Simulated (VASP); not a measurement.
# Zr (P6/mmm) in VASP: a series of runs

Runs on Zr. Level: r2SCAN. Tasks: single point.

All numbers are computed with VASP 6.6.1; they aren't measurements. Logs are shortened: lines on timing, memory, paths and dates and some standing lists are left out, and cuts for length are marked.

## 1. The cell of the first run

It takes space group P6/mmm (No. 191, hexagonal). Conventional cell: a = 5.039 Å, b = 5.039 Å, c = 3.158 Å, α = 90.00°, β = 90.00°, γ = 120.00°. Within 3.8 Å of Zr (site symmetry -6m2) lie 11 Zr at 2.91 to 3.31 Å. Zr (site symmetry 6/mmm) has 14 Zr at 3.16 to 3.31 Å within 4.2 Å.

## 2. Single point, r2SCAN

POSCAR reads:

```
Zr
1.0
    5.0387841830      0.0000000000      0.0000000000
   -2.5193920915      4.3637151067      0.0000000000
    0.0000000000      0.0000000000      3.1583264702
Zr
3
Direct
    0.6666666667      0.3333333333      0.5000000000
    0.3333333333      0.6666666667      0.5000000000
    0.0000000000      0.0000000000      0.0000000000
```

INCAR.step1 reads:

```
  PREC = Accurate
  ENCUT = 520
  ISMEAR = 0
  SIGMA = 0.1
  LREAL = F
  LASPH = T
  NELM = 100
  NBANDS = 25
  GGA = PE
  ALGO = Normal
  EDIFF = 1E-4
  LWAVE = T
  LCHARG = F
```

INCAR.step2 reads:

```
  PREC = Accurate
  ENCUT = 520
  EDIFF = 1E-6
  ISMEAR = 0
  SIGMA = 0.1
  LREAL = F
  LASPH = T
  NELM = 100
  ALGO = Normal
  ISIF = 2
  LWAVE = F
  LCHARG = F
  METAGGA = R2SCAN
  LMIXTAU = T
  NBANDS = 25
  ISTART = 1
```

KPOINTS reads:

```
Automatic mesh
0
Gamma
  12 12 14
```

Potentials or basis: VASP PAW PBE potentials, release 64 (Zr_sv).

Command:

```sh
> cat potpaw_PBE.64/Zr_sv/POTCAR > POTCAR
> cp INCAR.step1 INCAR
> mpirun -np 1 vasp_std > vasp.out
> cp INCAR.step2 INCAR
> mpirun -np 1 vasp_std > vasp.out
```

OUTCAR:

```text
PREC = Accurate
   ENCUT = 520
   EDIFF = 1E-6
   ISMEAR = 0
   LREAL = F
   LASPH = T
   NELM = 100
   ISIF = 2
   METAGGA = R2SCAN
   ISTART = 1

 ion  position               nearest neighbor table
   1  0.667  0.333  0.500-   2 2.91   2 2.91   2 2.91   3 3.31   3 3.31   3 3.31   3 3.31   3 3.31
                             3 3.31
   2  0.333  0.667  0.500-   1 2.91   1 2.91   1 2.91   3 3.31   3 3.31   3 3.31   3 3.31   3 3.31
                             3 3.31
   3  0.000  0.000  0.000-   1 3.31   2 3.31   1 3.31   2 3.31   1 3.31   1 3.31   2 3.31   2 3.31
                             1 3.31   1 3.31   2 3.31   2 3.31

  LATTYP: Found a hexagonal cell.
 ALAT       =     5.0387841830
 C/A-ratio  =     0.6268032834

  Lattice vectors:

 A1 = (   5.0387841830,   0.0000000000,   0.0000000000)
 A2 = (  -2.5193920915,   4.3637151067,   0.0000000000)
 A3 = (   0.0000000000,   0.0000000000,   3.1583264702)

Analysis of symmetry for initial positions (statically):
=====================================================================
 Subroutine PRICEL returns:
 Original cell was already a primitive cell.

 Routine SETGRP: Setting up the symmetry group for a
 hexagonal supercell.

 Subroutine GETGRP returns: Found 24 space group operations
 (whereof 24 operations were pure point group operations)
 out of a pool of 24 trial point group operations.

The static configuration has the point symmetry D_6h.

Analysis of symmetry for dynamics (positions and initial velocities):
=====================================================================
 Subroutine PRICEL returns:
 Original cell was already a primitive cell.

 Routine SETGRP: Setting up the symmetry group for a
 hexagonal supercell.

 Subroutine GETGRP returns: Found 24 space group operations
 (whereof 24 operations were pure point group operations)
 out of a pool of 24 trial point group operations.

The dynamic configuration has the point symmetry D_6h.

 Subroutine INISYM returns: Found 24 space group operations
 (whereof 24 operations are pure point group operations),
 and found     1 'primitive' translations

----------------------------------------------------------------------------------------

                                     Primitive cell

  volume of cell :      69.4447

  direct lattice vectors                    reciprocal lattice vectors
     5.038784183  0.000000000  0.000000000     0.198460574  0.114581266  0.000000000
    -2.519392091  4.363715107  0.000000000     0.000000000  0.229162531  0.000000000
     0.000000000  0.000000000  3.158326470     0.000000000  0.000000000  0.316623379

  length of vectors
     5.038784183  5.038784183  3.158326470     0.229162531  0.229162531  0.316623379

  position of ions in fractional coordinates (direct lattice)
     0.666666667  0.333333333  0.500000000
     0.333333333  0.666666667  0.500000000
     0.000000000  0.000000000  0.000000000

  ion indices of the primitive-cell ions
   primitive index   ion index
                 1           1
                 2           2
                 3           3

----------------------------------------------------------------------------------------

 KPOINTS: Automatic mesh

Automatic generation of k-mesh.
 Grid dimensions read from file:
 generate k-points for:   12   12   14

 Generating k-lattice:

  Cartesian coordinates                     Fractional coordinates (reciprocal lattice)
     0.016538381  0.009548439  0.000000000     0.083333333  0.000000000  0.000000000
     0.000000000  0.019096878  0.000000000     0.000000000  0.083333333  0.000000000
     0.000000000  0.000000000  0.022615956     0.000000000  0.000000000  0.071428571

  Length of vectors
     0.019096878  0.019096878  0.022615956

  Shift w.r.t. Gamma in fractional coordinates (k-lattice)
     0.000000000  0.000000000  0.000000000

 Subroutine IBZKPT returns following result:
 ===========================================

 Found    152 irreducible k-points:

 Following reciprocal coordinates:
            Coordinates               Weight
  0.000000  0.000000  0.000000      1.000000
  0.083333  0.000000  0.000000      6.000000
  0.166667 -0.000000  0.000000      6.000000
  0.250000 -0.000000  0.000000      6.000000
  0.333333 -0.000000  0.000000      6.000000
  0.416667 -0.000000  0.000000      6.000000
[... 16 lines left out ...]
  0.250000 -0.000000  0.071429     12.000000
  0.333333 -0.000000  0.071429     12.000000
 [... further k-points ...]
   k-points           NKPTS =    152   k-points in BZ     NKDIM =    152   number of bands    NBANDS=     25
   number of dos      NEDOS =    301   number of ions     NIONS =      3
   total plane-waves  NPLWV =  38400
   dimension x,y,z NGX =    40 NGY =   40 NGZ =   24
   dimension x,y,z NGXF=    80 NGYF=   80 NGZF=   48
   ions per type =               3
   NGX,Y,Z   is equivalent  to a cutoff of  13.20, 13.20, 12.63 a.u.
   NGXF,Y,Z  is equivalent  to a cutoff of  26.39, 26.39, 25.27 a.u.
 SYSTEM =  unknown system
   PREC   = accura    normal or accurate (medium, high low for compatibility)
   ISTART =      1    job   : 0-new  1-cont  2-samecut
   ICHARG =      0    charge: 1-file 2-atom 10-const
   ISPIN  =      1    spin polarized calculation?
   LNONCOLLINEAR =      F non collinear calculations
   LSORBIT =      F    spin-orbit coupling
   LASPH  =      T    aspherical Exc in radial PAW
   ENCUT  =  520.0 eV  38.22 Ry    6.18 a.u.   9.37  9.37  5.87*2*pi/ulx,y,z
   NELM   =    100;   NELMIN=  2; NELMDL=  0     # of ELM steps
   EDIFF  = 0.1E-05   stopping-criterion for ELM
   LREAL  =      F    real-space projection
   EDIFFG = 0.1E-04   stopping-criterion for IOM
   NSW    =      0    number of steps for IOM
   IBRION =     -1    ionic relax: 0-MD 1-quasi-New 2-CG
   NFREE  =      0    steps in history (QN), initial steepest desc. (CG)
   ISIF   =      2    stress and relaxation
   ISYM   =      2    0-nonsym 1-usesym 2-fastsym
   POTIM  = 0.5000    time-step for ionic-motion
   TEBEG  =    0.0;   TEEND  =   0.0 temperature during run
   PSTRESS=    0.0 pullay stress
   NELECT =      36.0000    total number of electrons
   NUPDOWN=      -1.0000    fix difference up-down
   EMIN   =  10.00;   EMAX   =-10.00  energy-range for DOS
   EFERMI =   0.00;   METHOD = LEGACY
   ISMEAR =     0;   SIGMA  =   0.10  broadening in eV -4-tet -1-fermi 0-gaus
   EFERMI_NEDOS =   21; number of points for ismear=-14 and -15
   IALGO  =     38    algorithm
   IMIX   =      4    mixing-type and parameters
     AMIX     =   0.40;   BMIX     =  1.00
     AMIX_MAG =   1.60;   BMIX_MAG =  1.00
  volume/ion in A,a.u.               =      23.15       156.21
  Fermi-wavevector in a.u.,A,eV,Ry     =   1.315112  2.485201 23.531528  1.729519
  Thomas-Fermi vector in A             =   2.445317
   LORBIT       =      0    0 simple, 1 ext, 2 COOP (PROOUT), +10 PAW based schemes
   METAGGA = R2SCAN    functional components
   LHFCALC =     F    Hartree Fock is set to
   AEXX    =    0.0000 exact exchange contribution
   IVDW    =     0    specifies the selected vdW correction
   LEPSILON=     F    determine dielectric tensor
   LRPA    =     F    only Hartree local field effects (RPA)
 non-spin polarized calculation
 Gauss-broadening in eV      SIGMA  =   0.10
  energy-cutoff  :      520.00
  volume of cell :       69.44
 maximum number of plane-waves:      1898
 NGX is ok and might be reduce to    40
   NGX = 19   NGY = 19   NGZ = 11

 number of electron      36.0000000 magnetization

 Free energy of the ion-electron system (eV)
  ---------------------------------------------------
  ext. energy  EPLUGINS =         0.00000000
  ---------------------------------------------------
  free energy    TOTEN  =       -68.29382855 eV

  energy without entropy =      -68.28062334  energy(sigma->0) =      -68.28722594

 E-fermi :   9.0018     XC(G=0): -11.9841

 val. band max:        9.0006430237   @ k =   0.4167   0.0833   0.1429
 cond. band min:       9.0024351411   @ k =   0.4167  -0.0000   0.1429
 fundamental gap:      0.0017921174
 Fermi energy:         9.0017577120

 k-point     1 :       0.0000    0.0000    0.0000
  band No.  band energies     occupation
      1     -41.6205      2.00000
      2     -41.3550      2.00000
      3     -41.1547      2.00000
      4     -19.0831      2.00000
      5     -19.0831      2.00000
      6     -19.0577      2.00000
[... 17 lines left out ...]
     24      11.3761      0.00000
     25      11.4403      0.00000

 k-point     2 :       0.0833    0.0000    0.0000
  band No.  band energies     occupation
      1     -41.6191      2.00000
      2     -41.3531      2.00000
      3     -41.1581      2.00000
      4     -19.1567      2.00000
      5     -19.1447      2.00000
      6     -18.9820      2.00000
[... 17 lines left out ...]
     24      11.0857      0.00000
     25      11.7922      0.00000

 k-point     3 :       0.1667   -0.0000    0.0000
  band No.  band energies     occupation
      1     -41.6153      2.00000
      2     -41.3475      2.00000
      3     -41.1680      2.00000
      4     -19.2343      2.00000
      5     -19.1845      2.00000
      6     -18.8986      2.00000
[... 17 lines left out ...]
     24      11.1107      0.00000
     25      12.2021      0.00000

 k-point     4 :       0.2500   -0.0000    0.0000
  band No.  band energies     occupation
      1     -41.6102      2.00000
      2     -41.3379      2.00000
      3     -41.1834      2.00000
      4     -19.3001      2.00000
      5     -19.1852      2.00000
      6     -18.8244      2.00000
[... 17 lines left out ...]
     24      11.4732      0.00000
     25      12.6237      0.00000
[... 477 lines left out ...]
 k-point    22 :       0.1667   -0.0000    0.0714
  band No.  band energies     occupation
      1     -41.6117      2.00000
      2     -41.3453      2.00000
      3     -41.1652      2.00000
      4     -19.2255      2.00000
      5     -19.1770      2.00000
      6     -18.8965      2.00000
[... 17 lines left out ...]
     24      11.1139      0.00000
     25      12.3036      0.00000

 k-point    23 :       0.2500   -0.0000    0.0714
  band No.  band energies     occupation
      1     -41.6068      2.00000
      2     -41.3354      2.00000
      3     -41.1806      2.00000
      4     -19.2902      2.00000
      5     -19.1783      2.00000
      6     -18.8245      2.00000
[... 17 lines left out ...]
     24      11.4276      0.00000
     25      12.7395      0.00000

 k-point    24 :       0.3333   -0.0000    0.0714
  band No.  band energies     occupation
      1     -41.6021      2.00000
      2     -41.3221      2.00000
      3     -41.1993      2.00000
      4     -19.3394      2.00000
      5     -19.1407      2.00000
      6     -18.7820      2.00000
[... 17 lines left out ...]
     24      11.8823      0.00000
     25      12.5923      0.00000

 [... further k-points ...]
[... 5 lines left out ...]
  --------------------------------------------------------------------------------------
  -------------------------------------------------------------------------------------
  Total       -0.0018451     -0.0018451     -0.0261647      0.0000000      0.0000000      0.0000000
  in kB       -0.0425685     -0.0425685     -0.6036521      0.0000000      0.0000000      0.0000000
  external PRESSURE =      -0.2295964 kB  Pullay stress =       0.0000000 kB

 VOLUME and BASIS-vectors are now :
 -----------------------------------------------------------------------------
  energy-cutoff  :      520.00
  volume of cell :       69.44
      direct lattice vectors                 reciprocal lattice vectors
     5.038784183  0.000000000  0.000000000     0.198460574  0.114581266  0.000000000
    -2.519392091  4.363715107  0.000000000     0.000000000  0.229162531  0.000000000
     0.000000000  0.000000000  3.158326470     0.000000000  0.000000000  0.316623379

 POSITION                                       TOTAL-FORCE (eV/Angst)
 -----------------------------------------------------------------------------------
      2.51939      1.45457      1.57916         0.000000      0.000000      0.000000
     -0.00000      2.90914      1.57916         0.000000     -0.000000     -0.000000
      0.00000      0.00000      0.00000        -0.000000      0.000000      0.000000
 -----------------------------------------------------------------------------------
    total drift:                                0.000000      0.000000      0.000000

  FREE ENERGIE OF THE ION-ELECTRON SYSTEM (eV)
  ---------------------------------------------------
  free  energy   TOTEN  =       -68.2938285465 eV

  energy  without entropy=      -68.2806233396  energy(sigma->0) =      -68.28722594
```

Wall time 5.6 min (1 thread of Intel Xeon 6975P-C (Granite Rapids), shared host); peak memory 0.34 GiB.

Results:

```yaml
Free_energy: -68.2938 eV
Pressure: 0.0 GPa
Band_gap_on_the_k_mesh: zero (band 18 reaches 9.40 eV, above the bottom of band 19 at 8.78 eV)
```

Caveat: the PAW data sets were made with another functional, which shifts forces and pressure a little.

## 3. Single point, r2SCAN (volume scaled by 0.97, then relaxed in part)

POSCAR reads:

```
Zr
1.0
    4.9849683009      0.0000000000      0.0000000000
   -2.4924841505      4.3171091857      0.0000000000
    0.0000000000      0.0000000000      3.1300802139
Zr
3
Direct
    0.6666666667      0.3333333333      0.5000000000
    0.3333333333      0.6666666667      0.5000000000
    0.0000000000      0.0000000000      0.0000000000
```

INCAR.step1 reads:

```
PREC = Accurate
ENCUT = 520
ISMEAR = 0
SIGMA = 0.1
LREAL = False
LASPH = True
NELM = 100
NBANDS = 25
GGA = PE
ALGO = Normal
EDIFF = 1E-4
LWAVE = True
LCHARG = False
```

INCAR.step2 reads:

```
PREC = Accurate
ENCUT = 520
EDIFF = 1E-6
ISMEAR = 0
SIGMA = 0.1
LREAL = False
LASPH = True
NELM = 100
ALGO = Normal
ISIF = 2
LWAVE = False
LCHARG = False
METAGGA = R2SCAN
LMIXTAU = True
NBANDS = 25
ISTART = 1
```

KPOINTS is that of step 2.

Potentials or basis: VASP PAW PBE potentials, release 64 (Zr_sv).

Command:

```sh
> cat potpaw_PBE.64/Zr_sv/POTCAR > POTCAR
> cp INCAR.step1 INCAR
> mpirun -np 1 vasp_std > vasp.out
> cp INCAR.step2 INCAR
> mpirun -np 1 vasp_std > vasp.out
```

It took 5.6 min on 1 thread of Intel Xeon 6975P-C (Granite Rapids), shared host; peak memory 0.33 GiB.

Results (log left out):

```yaml
Free_energy: -68.2739 eV
Pressure: 3.1 GPa
Band_gap_on_the_k_mesh: zero (band 18 reaches 9.77 eV, above the bottom of band 19 at 9.10 eV)
```

Stress tensor (GPa, compression positive):
```
3.17 0.00 0.00
0.00 3.17 0.00
0.00 0.00 2.98
```

Levels at points of the mesh, in eV from the Fermi level:
```tsv
k point	band 14	band 15	band 16	band 17	band 18	band 19	band 20	band 21	band 22	band 23
(0.00, 0.00, 0.00)	-2.58	-0.63	-0.63	-0.56	-0.56	-0.09	1.05	1.83	1.83	2.40
(0.50, 0.00, 0.00)	-3.36	-3.13	-0.69	-0.57	-0.50	0.01	0.84	1.19	1.59	2.55
(0.00, 0.00, 0.50)	-2.74	-2.31	-2.13	-2.13	-1.58	1.29	1.29	1.87	1.87	4.66
(0.50, 0.00, 0.50)	-2.52	-2.16	-1.67	-0.94	-0.64	0.38	1.01	1.24	1.60	3.16
```

Caveat: the PAW data sets were made with another functional, which shifts forces and pressure a little.
